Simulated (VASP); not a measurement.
# TiC (P1) in VASP: single point with r2SCAN

Aim: the single point of TiC with r2SCAN.

Program: VASP 6.6.1. These are calculated values, not measurements. Logs are shortened: lines on timing, memory, paths and dates and some standing lists are left out, and cuts for length are marked.

## 1. The cell of the first run

The typed cell holds 8 atoms: a = 3.170 Å, b = 5.448 Å, c = 5.623 Å, α = 109.96°, β = 87.77°, γ = 89.96°.

## 2. Single point, r2SCAN

The input, POSCAR:

```
TiC
1.0
   -2.2014920000      0.0373190000      2.2799170000
    2.1908300000     -4.4793450000      2.1946180000
    2.2226810000      4.5858340000      2.3757430000
Ti C
4 4
Direct
    0.9989550000      0.0099150000      0.0144850000
    0.9868930000      0.4924020000      0.4809350000
    0.5023960000      0.9988780000      0.5012900000
    0.5144310000      0.5040880000      0.9991490000
    0.0161580000      0.2574870000      0.7648180000
    0.9946700000      0.7417530000      0.2521330000
    0.4871590000      0.2497380000      0.2560440000
    0.4881440000      0.7574210000      0.7563470000
```

The input, INCAR.step1:

```
  ALGO = Normal
  EDIFF = 1E-4
  ENCUT = 520
  GGA = PE
  ISMEAR = -1
  LASPH = T
  LCHARG = F
  LREAL = F
  LWAVE = T
  NBANDS = 42
  NELM = 60
  PREC = Accurate
  SIGMA = 0.1
```

The input, INCAR.step2:

```
  ALGO = Normal
  EDIFF = 1E-7
  ENCUT = 520
  ISIF = 2
  ISMEAR = -1
  ISTART = 1
  LASPH = T
  LCHARG = F
  LMIXTAU = T
  LREAL = F
  LWAVE = F
  METAGGA = R2SCAN
  NBANDS = 42
  NELM = 60
  PREC = Accurate
  SIGMA = 0.1
```

The input, KPOINTS:

```
Automatic mesh
0
Gamma
  6 4 4
  0.5 0 0.5
```

Potentials or basis: VASP PAW PBE potentials, release 64 (Ti_sv, C).

Launch:

```bash
> cat potpaw_PBE.64/Ti_sv/POTCAR potpaw_PBE.64/C/POTCAR > POTCAR
> cp INCAR.step1 INCAR
> mpirun -np 1 vasp_std > vasp.out
> cp INCAR.step2 INCAR
> mpirun -np 1 vasp_std > vasp.out
```

OUTCAR:

```text
EDIFF = 1E-7
   ENCUT = 520
   ISIF = 2
   ISMEAR = -1
   ISTART = 1
   LASPH = T
   LREAL = F
   METAGGA = R2SCAN
   NELM = 60
   PREC = Accurate

 ion  position               nearest neighbor table
   1  0.999  0.010  0.014-   7 2.19   8 2.20   7 2.21   5 2.25   6 2.29   8 2.33
   2  0.987  0.492  0.481-   7 2.14   6 2.17   7 2.21   8 2.29   5 2.37   8 2.38
   3  0.502  0.999  0.501-   6 2.20   5 2.22   7 2.25   8 2.25   6 2.31   5 2.37
   4  0.514  0.504  0.999-   5 2.17   6 2.22   6 2.23   5 2.23   8 2.25   7 2.32
   5  0.016  0.257  0.765-   4 2.17   3 2.22   4 2.23   1 2.25   3 2.37   2 2.37
   6  0.995  0.742  0.252-   2 2.17   3 2.20   4 2.22   4 2.23   1 2.29   3 2.31
   7  0.487  0.250  0.256-   2 2.14   1 2.19   2 2.21   1 2.21   3 2.25   4 2.32
   8  0.488  0.757  0.756-   1 2.20   4 2.25   3 2.25   2 2.29   1 2.33   2 2.38

  LATTYP: Found a triclinic cell.
 ALAT       =     6.3459812528
 B/A-ratio  =     0.4994561867
 C/A-ratio  =     0.8584948010
 COS(alpha) =     0.0007695031
 COS(beta)  =     0.3028808486
 COS(gamma) =     0.4649316409

  Lattice vectors:

 A1 = (   4.4241730000,   4.5485150000,   0.0958260000)
 A2 = (   2.2014920000,  -0.0373190000,  -2.2799170000)
 A3 = (  -2.1908300000,   4.4793450000,  -2.1946180000)

Analysis of symmetry for initial positions (statically):
=====================================================================
 Subroutine PRICEL returns:
 Original cell was already a primitive cell.

 Routine SETGRP: Setting up the symmetry group for a
 triclinic supercell.

 Subroutine GETGRP returns: Found  1 space group operations
 (whereof  1 operations were pure point group operations)
 out of a pool of  2 trial point group operations.

The static configuration has the point symmetry C_1 .

Analysis of symmetry for dynamics (positions and initial velocities):
=====================================================================
 Subroutine PRICEL returns:
 Original cell was already a primitive cell.

 Routine SETGRP: Setting up the symmetry group for a
 triclinic supercell.

 Subroutine GETGRP returns: Found  1 space group operations
 (whereof  1 operations were pure point group operations)
 out of a pool of  2 trial point group operations.

The dynamic configuration has the point symmetry C_1 .

 Subroutine INISYM returns: Found  1 space group operations
 (whereof  1 operations are pure point group operations),
 and found     1 'primitive' translations

[... 107 lines left out ...]
   LREAL  =      F    real-space projection
   EDIFFG = 0.1E-05   stopping-criterion for IOM
   NSW    =      0    number of steps for IOM
   IBRION =     -1    ionic relax: 0-MD 1-quasi-New 2-CG
   NFREE  =      0    steps in history (QN), initial steepest desc. (CG)
   ISIF   =      2    stress and relaxation
   ISYM   =      2    0-nonsym 1-usesym 2-fastsym
   POTIM  = 0.5000    time-step for ionic-motion
   TEBEG  =    0.0;   TEEND  =   0.0 temperature during run
   PSTRESS=    0.0 pullay stress
   NELECT =      64.0000    total number of electrons
   NUPDOWN=      -1.0000    fix difference up-down
   EMIN   =  10.00;   EMAX   =-10.00  energy-range for DOS
   EFERMI =   0.00;   METHOD = LEGACY
   ISMEAR =    -1;   SIGMA  =   0.10  broadening in eV -4-tet -1-fermi 0-gaus
   EFERMI_NEDOS =   21; number of points for ismear=-14 and -15
   IALGO  =     38    algorithm
   IMIX   =      4    mixing-type and parameters
     AMIX     =   0.40;   BMIX     =  1.00
     AMIX_MAG =   1.60;   BMIX_MAG =  1.00
  volume/ion in A,a.u.               =      11.40        76.91
  Fermi-wavevector in a.u.,A,eV,Ry     =   1.454923  2.749406 28.800836  2.116802
  Thomas-Fermi vector in A             =   2.572018
   LORBIT       =      0    0 simple, 1 ext, 2 COOP (PROOUT), +10 PAW based schemes
   METAGGA = R2SCAN    functional components
   LHFCALC =     F    Hartree Fock is set to
   AEXX    =    0.0000 exact exchange contribution
   IVDW    =     0    specifies the selected vdW correction
   LEPSILON=     F    determine dielectric tensor
   LRPA    =     F    only Hartree local field effects (RPA)
 non-spin polarized calculation
  energy-cutoff  :      520.00
  volume of cell :       91.18
 maximum number of plane-waves:      2478
   NGX = 11   NGY = 21   NGZ = 21

 number of electron      64.0000000 magnetization

 Free energy of the ion-electron system (eV)
  ---------------------------------------------------
  ext. energy  EPLUGINS =         0.00000000
  ---------------------------------------------------
  free energy    TOTEN  =       -98.35493311 eV

  energy without entropy =      -98.31642639  energy(sigma->0) =      -98.33567975

 E-fermi :   8.2389     XC(G=0): -12.9278

 val. band max:        8.2121813239   @ k =  -0.0833   0.0000   0.1250
 cond. band min:       8.2860771586   @ k =   0.0833   0.0000   0.1250
 fundamental gap:      0.0738958347
 Fermi energy:         8.2389272263

 k-point     1 :       0.0833    0.0000    0.1250
  band No.  band energies     occupation
      1     -51.1633      2.00000
      2     -51.0963      2.00000
      3     -51.0795      2.00000
      4     -51.0347      2.00000
      5     -26.5009      2.00000
      6     -26.4759      2.00000
[... 1069 lines left out ...]
     41      10.9941      0.00000
     42      11.2843      0.00000

 [... further k-points ...]
[... 5 lines left out ...]
  --------------------------------------------------------------------------------------
  -------------------------------------------------------------------------------------
  Total      -10.0859122    -13.5747138    -14.1758791     -0.9049253     -3.5973679      0.1610437
  in kB     -177.2317672   -238.5377216   -249.1015238    -15.9015379    -63.2137043      2.8298930
  external PRESSURE =    -221.6236709 kB  Pullay stress =       0.0000000 kB

 VOLUME and BASIS-vectors are now :
 -----------------------------------------------------------------------------
  energy-cutoff  :      520.00
  volume of cell :       91.18
      direct lattice vectors                 reciprocal lattice vectors
    -2.201492000  0.037319000  2.279917000    -0.227096514 -0.003585489  0.219386341
     2.190830000 -4.479345000  2.194618000     0.113698486 -0.112942228  0.111636168
     2.222681000  4.585834000  2.375743000     0.112906345  0.107772458  0.107258490

 POSITION                                       TOTAL-FORCE (eV/Angst)
 -----------------------------------------------------------------------------------
     -2.14527      0.05929      2.33371        -1.096226     -0.297250     -0.792798
     -0.02490      0.03668      4.47325         1.136439      0.633728      1.282640
      2.19656     -2.15674      4.52851         0.621055      0.762093      0.166111
      2.19264      2.34315      4.65286         0.095654     -0.322571     -0.483498
      2.22848      2.35456      2.41894        -0.220013     -0.250825     -0.833909
     -0.00429     -2.12921      4.49463         0.263578     -0.427050      0.421755
      0.04376      0.07369      2.26706        -0.337085     -0.099096      0.194370
      2.26585      0.09395      4.57206        -0.463402      0.000970      0.045328
 -----------------------------------------------------------------------------------
    total drift:                                0.000700     -0.002477      0.000335

  FREE ENERGIE OF THE ION-ELECTRON SYSTEM (eV)
  ---------------------------------------------------
  free  energy   TOTEN  =       -98.3549331115 eV

  energy  without entropy=      -98.3164263897  energy(sigma->0) =      -98.33567975
```

OUTCAR.step1:

```text
EDIFF = 1E-4
   ENCUT = 520
   GGA = PE
   ISMEAR = -1
   LASPH = T
[... 1327 lines left out ...]
      2.22848      2.35456      2.41894        -0.221253     -0.248631     -0.790209
     -0.00429     -2.12921      4.49463         0.225626     -0.419090      0.398475
      0.04376      0.07369      2.26706        -0.335423     -0.114239      0.172778
      2.26585      0.09395      4.57206        -0.453571     -0.001211      0.033073
 -----------------------------------------------------------------------------------
    total drift:                               -0.001852     -0.001808     -0.001363

  FREE ENERGIE OF THE ION-ELECTRON SYSTEM (eV)
  ---------------------------------------------------
  free  energy   TOTEN  =       -73.7860148334 eV

  energy  without entropy=      -73.7408056612  energy(sigma->0) =      -73.76341025
```

OSZICAR.step1:

```text
N       E                     dE             d eps       ncg     rms          rms(c)
DAV:   1     0.835024327913E+03    0.83502E+03   -0.30341E+04  4032   0.183E+03
DAV:   2     0.407001789793E+02   -0.79432E+03   -0.76533E+03  4032   0.562E+02
DAV:   3    -0.863734336382E+02   -0.12707E+03   -0.12171E+03  6364   0.186E+02
DAV:   4    -0.967371786829E+02   -0.10364E+02   -0.10323E+02  5792   0.535E+01
DAV:   5    -0.973234611023E+02   -0.58628E+00   -0.58606E+00  6294   0.117E+01    0.332E+01
DAV:   6    -0.775094997015E+02    0.19814E+02   -0.20690E+02  5316   0.797E+01    0.155E+01
DAV:   7    -0.740152449862E+02    0.34943E+01   -0.42686E+01  5636   0.352E+01    0.744E+00
DAV:   8    -0.738551395594E+02    0.16011E+00   -0.16222E+00  5820   0.821E+00    0.524E+00
DAV:   9    -0.738702939019E+02   -0.15154E-01   -0.19523E+00  6108   0.924E+00    0.265E+00
DAV:  10    -0.737921525401E+02    0.78141E-01   -0.43237E-01  5758   0.549E+00    0.133E+00
DAV:  11    -0.737965366511E+02   -0.43841E-02   -0.33102E-01  5698   0.388E+00    0.836E-01
DAV:  12    -0.737877218722E+02    0.88148E-02   -0.40665E-02  5852   0.192E+00    0.425E-01
DAV:  13    -0.737859053455E+02    0.18165E-02   -0.22263E-02  5872   0.118E+00    0.955E-02
DAV:  14    -0.737860082149E+02   -0.10287E-03   -0.19953E-03  5426   0.372E-01    0.396E-02
DAV:  15    -0.737860148334E+02   -0.66185E-05   -0.16346E-04  3480   0.143E-01
   1 F= -.73786015E+02 E0= -.73763410E+02  d E =-.452092E-01
```

Wall time 21 min (1 thread of AMD EPYC 7R13, shared host); peak memory 0.26 GiB.

What came out:

* Free energy: -98.3549 eV
* Pressure: -22.2 GPa
* Largest force: 1.827 eV/Å
* Band gap on the k mesh: zero (band 32 reaches 8.50 eV, above the bottom of band 33 at 8.14 eV)

Forces in eV/Å, atoms in the order of the input:
```
Ti  -1.096 -0.297 -0.793
Ti   1.136  0.634  1.283
Ti   0.621  0.762  0.166
Ti   0.096 -0.323 -0.483
C   -0.220 -0.251 -0.834
C    0.264 -0.427  0.422
C   -0.337 -0.099  0.194
C   -0.463  0.001  0.045
```

Caveat: the PAW data sets were made with another functional, which shifts forces and pressure a little.
